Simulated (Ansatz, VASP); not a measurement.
**C in VASP and in Ansatz**

```xyz
4
Lattice="1.2300 0.7101 11.2615 -1.2300 0.7101 11.2615 0.0000 -1.4203 11.2615" Properties=species:S:1:pos:R:3 pbc="T T T"
C     0.0000    0.0000    1.6892
C     0.0000    0.0000   32.0953
C     0.0000    0.0000    9.5610
C     0.0000    0.0000   24.2235
```

Change from the starting cell: zz strain of +1 %.

Alike in both runs: task single point; functional PBE; k mesh 15 × 15 × 15; occupations fermi-dirac, width 0.08 eV; no spin polarisation.

|  | VASP | Ansatz |
| --- | --- | --- |
| version | VASP 6.6.1 | Ansatz 0.2.0 |
| potentials or method | VASP PAW PBE potentials, release 64 (C), cutoff 520 eV | all-electron LAPW, scalar-relativistic |

VASP gave:

```
pressure (GPa)                                                : 1.8
traceless stress, the component that is largest in VASP (GPa) : -0.98
rms of the force components (eV/Å)                            : 0.107
```

Question: Estimate Ansatz's values.

Answer: Pressure (GPa): 1.5; traceless stress, the component that is largest in VASP (GPa): -0.62; rms of the force components (eV/Å): 0.107.

Atom by atom the forces differ by 0.001 eV/Å (rms over components). Ansatz ran all-electron here, and VASP with PAW potentials.
